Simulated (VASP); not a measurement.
Crystal: CaF2.

```
Ca F
1.0
     0.00000    2.80942    2.80942
     2.80942    0.00000    2.80942
     2.80942    2.80942    0.00000
Ca F
1 2
Direct
  0.00000 0.00000 0.00000
  0.75000 0.75000 0.75000
  0.25000 0.25000 0.25000
```

Base run:

| Item | Value |
| --- | --- |
| Program | VASP 6.6.1 |
| Functional | PBEsol |
| Potentials or basis | VASP PAW PBE potentials, release 64 (Ca_sv, F) |
| Cutoff | 600 eV |
| k mesh | 8 × 8 × 8 |
| Occupations | tetrahedron |
| Spin | no spin polarisation |

Its results: band gap on the k mesh 6.63 eV (least direct gap 6.87 eV); pressure -7.2 GPa.

**Question.** The run is repeated on the same cell with these changes: functional from PBEsol to PBE; occupations from tetrahedron to gaussian, width 0.02 eV. What comes out?

**Answer.** Band gap on the k mesh 6.79 eV (least direct gap 7.03 eV); pressure -3.9 GPa.

Caveats: the cell stands under tension; the PAW data sets were made with another functional, which shifts forces and pressure a little (at least some runs).

A k mesh can miss the band edges.
